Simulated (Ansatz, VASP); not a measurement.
One calculation of SiC, two programs

```
Si C
1.0
     2.87750    0.00000    0.00000
    -1.43875    2.49199    0.00000
     0.00000    0.00000   10.66940
Si C
4 4
Direct
  0.66667 0.33333 0.93784
  0.33333 0.66667 0.43784
  0.00000 0.00000 0.68790
  0.00000 0.00000 0.18790
  0.66667 0.33333 0.74981
  0.33333 0.66667 0.24981
  0.00000 0.00000 0.50045
  0.00000 0.00000 0.00045
```

Alike in both runs: task single point; functional PBE; k mesh 12 × 12 × 4; occupations gaussian, width 0.05 eV; no spin polarisation.

```csv
,VASP,Ansatz
version,VASP 6.6.1,Ansatz 0.2.0
potentials or method,"VASP PAW PBE potentials, release 64 (Si, C), cutoff 520 eV","scalar-relativistic, plane waves, PAW"
valence electrons in the cell,32,32
```

VASP gave:

* gap on the k mesh at the Fermi level (eV): 1.41
* least direct gap on the mesh (eV): 2.93
* rms of the force components (eV/Å): 0.653

What did Ansatz give for the same quantities?

gap on the k mesh at the Fermi level (eV): 1.42; least direct gap on the mesh (eV): 2.94; rms of the force components (eV/Å): 0.657.

Atom by atom the forces differ by 0.004 eV/Å (rms over components). The functional is the same, so the differences come from potentials, cutoffs and numerics.
